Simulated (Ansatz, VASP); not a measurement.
**MgO: VASP beside Ansatz**

Contents of INCAR:

```
SYSTEM = MgO
ALGO     = Normal         ! electronic algorithm
EDIFF    = 1E-7           ! SCF threshold, eV
ENCUT    = 520            ! plane-wave cutoff, eV
ISIF     = 2              ! what is computed and relaxed
ISMEAR   = 0              ! smearing method
LASPH    = .TRUE.         ! aspherical terms in the spheres
LCHARG   = .TRUE.         ! write CHGCAR
LELF     = .TRUE.         ! ELF
LREAL    = .FALSE.        ! projectors in reciprocal space
LVHAR    = .TRUE.       
LWAVE    = .FALSE.        ! write WAVECAR
NBANDS   = 11             ! bands
NELM     = 100            ! most SCF steps
PREC     = Accurate       ! precision mode
SIGMA    = 0.01           ! smearing width, eV
```

The input KPOINTS:

```
k-points
0
G
  6 6 6
  0 0 0
```

Contents of POSCAR:

```
MgO
1.0
    0.0000000000      2.1530130000      2.1530130000
    2.1530130000      0.0000000000      2.1530130000
    2.1530130000      2.1530130000      0.0000000000
Mg O
1 1
Direct
    0.0000000000      0.0000000000      0.0000000000
    0.5000000000      0.5000000000      0.5000000000
```

Input for Ansatz:

```yaml
crystal:
  atoms:
  - position: [0.0, 0.0, 0.0]
    symbol: Mg
  - position: [0.5, 0.5, 0.5]
    symbol: O
  lattice:
  - [0.0, 2.153013, 2.153013]
  - [2.153013, 0.0, 2.153013]
  - [2.153013, 2.153013, 0.0]
hamiltonian:
  dispersion: none
  pseudopotentials:
    kind: all_electron
    lapw: {}
    relativity: scalar
  xc: lda
kpoints:
  mp_grid:
    grid: [6, 6, 6]
    shift: [0, 0, 0]
magnetization: {spin_polarized: false}
output: {forces: true, stress: true}
scf:
  occupations: {method: fixed}
```

Alike in both runs: task single point; functional LDA; k mesh 6 × 6 × 6; no spin polarisation.

|  | VASP | Ansatz |
| --- | --- | --- |
| version | VASP 6.6.1 | Ansatz 0.2 development build |
| potentials or method | VASP PAW LDA potentials, release 64 (Mg, O), cutoff 520 eV | all-electron full-potential LAPW, scalar-relativistic |
| occupations | gaussian, width 0.01 eV | fixed |

```csv
,VASP,Ansatz,Ansatz less VASP
gap on the k mesh at the Fermi level (eV),4.04,4.04,+0.004
pressure (GPa),-16.1,-14.3,+1.83
```

LDA's correlation is that of Perdew and Zunger in VASP and of Perdew and Wang (1992) in Ansatz. Ansatz ran all-electron here, and VASP with PAW potentials.

The k mesh is coarse, so the values compare programs but aren't converged.
